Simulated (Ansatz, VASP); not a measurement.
## In3As: VASP beside Ansatz

INCAR

```
SYSTEM = In3As
PREC     = Accurate       ! precision mode
ENCUT    = 600            ! plane-wave cutoff, eV
EDIFF    = 1E-6           ! SCF threshold, eV
ISMEAR   = 0              ! smearing method
SIGMA    = 0.1            ! smearing width, eV
LREAL    = .False.        ! projectors in reciprocal space
LASPH    = .True.         ! aspherical terms in the spheres
NELM     = 100            ! most SCF steps
ALGO     = Normal         ! electronic algorithm
ISIF     = 3              ! what is computed and relaxed
LWAVE    = .False.        ! write WAVECAR
LCHARG   = .False.        ! write CHGCAR
GGA      = PE             ! functional
IBRION   = 2              ! ionic algorithm
NSW      = 90             ! ionic steps
EDIFFG   = -0.04          ! ionic threshold
```

The input KPOINTS:

```
Automatic mesh
0
Gamma
  6 6 2
  0 0 0
```

The input POSCAR:

```
In3As
1.0
    2.1486551200     -2.3834170900      0.0000000000
    2.1486551200      2.3834170900      0.0000000000
    0.0000000000      0.0000000000      9.3659106400
In As
3 1
Direct
    0.5000000000      0.5000000000      0.2195076800
    0.5000000000      0.5000000000      0.7804923200
    0.0000000000      0.0000000000      0.0000000000
    0.5000000000      0.5000000000      0.5000000000
```

Input for Ansatz:

```yaml
crystal:
  lattice:
    - [2.14865512, -2.38341709, 0.0]
    - [2.14865512, 2.38341709, 0.0]
    - [0.0, 0.0, 9.36591064]
  atoms:
    - { symbol: In, position: [0.5, 0.5, 0.21950768] }
    - { symbol: In, position: [0.5, 0.5, 0.78049232] }
    - { symbol: In, position: [0.0, 0.0, 0.0] }
    - { symbol: As, position: [0.5, 0.5, 0.5] }
basis:
  ecutwfc: 420
kpoints:
  mp_grid: { grid: [6, 6, 2] }
hamiltonian:
  xc: pbe
scf:
  occupations: { method: gaussian, width: 0.1 }
  lower_state_search: "off"
output:
  forces: true
  stress: true
  eigenvalues: true
relax:
  adjacent_minimum: "off"
  f_tol: 0.04
  max_steps: 70
  cell: { stress_tol: 0.4 }
```

Alike in both runs: task relaxation of cell and atoms; functional PBE; k mesh 6 × 6 × 2; occupations gaussian, width 0.1 eV; no spin polarisation.

|  | VASP | Ansatz |
| --- | --- | --- |
| version | VASP 6.6.1 | Ansatz 0.2.0 |
| potentials or method | VASP PAW PBE potentials, release 64 (In_d, As), cutoff 600 eV | scalar-relativistic, plane waves, PAW |
| valence electrons in the cell | 44 | 54 |

VASP gave:

```
gap on the k mesh at the Fermi level, each at its own relaxed structure (eV) : none
relaxed volume (Å³/atom)                                                     : 26.22
relaxed cell length with the largest relative difference (Å)                 : 11.392
```

Q: What did Ansatz give for the same quantities?

A: gap on the k mesh at the Fermi level, each at its own relaxed structure (eV): none; relaxed volume (Å³/atom): 26.16; relaxed cell length with the largest relative difference (Å): 11.376.

A gap of «none» marks a metal or a gap that the smearing closes. VASP's potentials hold 44 valence electrons a cell and Ansatz's 54, so a difference there can come from the potentials and not from the codes.
